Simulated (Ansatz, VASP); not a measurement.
## HfO2: VASP beside Ansatz

```
Hf O
1.0
     4.88122    0.00000    0.00000
     0.00000    4.88122    0.00000
     0.00000    0.00000    3.23789
Hf O
2 4
Direct
  0.00000 0.00000 0.00000
  0.50000 0.50000 0.50000
  0.12673 0.73710 0.50000
  0.37327 0.23710 0.00000
  0.62673 0.76290 0.00000
  0.87327 0.26290 0.50000
```

Change from the starting cell: mode 4 frozen in at +0.000 Å and mode 5 at -0.470 Å (largest displacements).

Alike in both runs: task single point; functional PBE; k mesh 6 × 6 × 8; occupations gaussian, width 0.05 eV; no spin polarisation.

|  | VASP | Ansatz |
| --- | --- | --- |
| version | VASP 6.6.1 | Ansatz 0.2.0 |
| potentials or method | VASP PAW PBE potentials, release 64 (Hf_pv, O), cutoff 520 eV | scalar-relativistic, plane waves, PAW |
| valence electrons in the cell | 44 | 76 |

Ansatz gave:

| Item | Value |
| --- | --- |
| gap on the k mesh at the Fermi level (eV) | 3.49 |
| least direct gap on the mesh (eV) | 3.49 |
| pressure (GPa) | -10.6 |
| traceless stress, the component that is largest in VASP (GPa) | -2.31 |
| rms of the force components (eV/Å) | 0.713 |

Q: What did VASP give for the same quantities?

A: gap on the k mesh at the Fermi level (eV): 3.47; least direct gap on the mesh (eV): 3.47; pressure (GPa): -13.2; traceless stress, the component that is largest in VASP (GPa): -2.30; rms of the force components (eV/Å): 0.757.

Atom by atom the forces differ by 0.044 eV/Å (rms over components). VASP's potentials hold 44 valence electrons a cell and Ansatz's 76, so a difference there can come from the potentials and not from the codes.

Spin-orbit coupling is off throughout.
